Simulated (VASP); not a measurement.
Set up this calculation in VASP 6.6.1, as the native input.

```
Task                    : single point
Functional              : PBE
Potentials or basis     : VASP PAW PBE potentials, release 64 (B, Bi_d)
Cutoff                  : 520 eV
k mesh                  : 13 × 13 × 13
Occupations             : fermi-dirac, width 0.05 eV
Spin                    : no spin polarisation
Dipole correction       : no
k mesh for the DOS      : 20 × 20 × 20
Occupations for the DOS : tetrahedron
Further INCAR settings  : ALGO = Normal; EDIFF = 1e-07; NBANDS = 16
```

BiB (CsCl type):

```xyz
2
Lattice="2.8040 0.0000 0.0000 0.0000 2.8040 0.0000 0.0000 0.0000 2.8040" Properties=species:S:1:pos:R:3 pbc="T T T"
B     0.0000    0.0000    0.0000
Bi    1.4020    1.4020    1.4020
```

One way to write it, as run:

POSCAR

```
BiB
1.0
    2.8039901022      0.0000000000      0.0000000000
    0.0000000000      2.8039901022      0.0000000000
    0.0000000000      0.0000000000      2.8039901022
B Bi
1 1
Direct
    0.0000000000      0.0000000000      0.0000000000
    0.5000000000      0.5000000000      0.5000000000
```

INCAR.step1

```
SYSTEM = BiB
PREC = Accurate
ENCUT = 520
EDIFF = 1E-7
ISMEAR = -1
SIGMA = 0.05
LREAL = .FALSE.
LASPH = .TRUE.
NELM = 60
ALGO = Normal
ISIF = 2
LWAVE = .FALSE.
LCHARG = .TRUE.
GGA = PE
NBANDS = 16
```

KPOINTS.step1

```
regular mesh
0
G
  13 13 13
  0 0 0
```

INCAR.step2

```
SYSTEM = BiB
PREC = Accurate
ENCUT = 520
EDIFF = 1E-7
ISMEAR = -5
SIGMA = 0.05
LREAL = .FALSE.
LASPH = .TRUE.
NELM = 60
ALGO = Normal
ISIF = 2
LWAVE = .FALSE.
LCHARG = .FALSE.
GGA = PE
LORBIT = 10
NBANDS = 16
NEDOS = 2001
ICHARG = 11
```

KPOINTS.step2

```
regular mesh
0
G
  20 20 20
  0 0 0
```

Potentials or basis: VASP PAW PBE potentials, release 64 (B, Bi_d).

Command:

```console
$ cat potpaw_PBE.64/B/POTCAR potpaw_PBE.64/Bi_d/POTCAR > POTCAR
$ cp INCAR.step1 INCAR
$ cp KPOINTS.step1 KPOINTS
$ mpirun -np 1 vasp_std > vasp.out
$ cp INCAR.step2 INCAR
$ cp KPOINTS.step2 KPOINTS
$ mpirun -np 1 vasp_std > vasp.out
```

It gave:

```json
{
 "Valence electrons inside the program's atomic spheres": "B 1.92; Bi 13.41"
}
```

It took 42 s on 1 thread of Intel(R) Xeon(R) Platinum 8375C CPU @ 2.90GHz (Ice Lake), on a shared host, peak memory 0.22 GiB.
